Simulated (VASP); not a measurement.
Here is a VASP 6.6.1 calculation.

Contents of INCAR:

```
SYSTEM = Ca8CO
PREC = Accurate
ENCUT = 520
EDIFF = 1E-6
ISMEAR = 0
SIGMA = 0.1
LREAL = .False.
LASPH = .True.
NELM = 60
ALGO = Normal
ISIF = 2
LWAVE = .False.
LCHARG = .False.
LDIPOL = .True.
IDIPOL = 3
DIPOL = 0.5 0.5 0.287
GGA = PE
NBANDS = 56
```

Contents of KPOINTS:

```
Automatic mesh
0
Gamma
  4 4 1
  0 0 0
```

The input POSCAR:

```
Ca8CO
1.0
    7.8132359319      0.0000000000      0.0000000000
    0.0000000000      7.8132359319      0.0000000000
    0.0000000000      0.0000000000     20.6093934330
Ca C O
8 1 1
Direct
    0.2500000000      0.2500000000      0.1940862555
    0.2500000000      0.7500000000      0.1940862555
    0.7500000000      0.2500000000      0.1940862555
    0.7500000000      0.7500000000      0.1940862555
    0.0000000000      0.0000000000      0.3206981057
    0.0000000000      0.5000000000      0.3206981057
    0.5000000000      0.0000000000      0.3206981057
    0.5000000000      0.5000000000      0.3206981057
    0.1662318909      0.7500000000      0.4060960581
    0.3337681091      0.7500000000      0.4060960581
```

Potentials or basis: VASP PAW PBE potentials, release 64 (Ca_sv, C, O).

Command:

```bash
$ cat potpaw_PBE.64/Ca_sv/POTCAR potpaw_PBE.64/C/POTCAR potpaw_PBE.64/O/POTCAR > POTCAR
$ mpirun -np 1 vasp_std > vasp.out
```

Q: Estimate the band gap on the k mesh.

A: Zero (bands 45 and 46 overlap by 0.05 eV).

Q: Estimate the largest force.

A: 4.546 eV/Å.

Forces on the atoms (eV/Å):
```
Ca   0.009  0.000 -0.030
Ca  -0.030  0.000 -0.154
Ca  -0.008  0.000 -0.015
Ca   0.000  0.000 -0.062
Ca   0.023 -0.264  0.286
Ca   0.023  0.264  0.286
Ca  -0.259 -0.225  0.273
Ca  -0.259  0.225  0.273
C    4.428  0.000 -1.029
O   -3.926  0.000  0.175
```
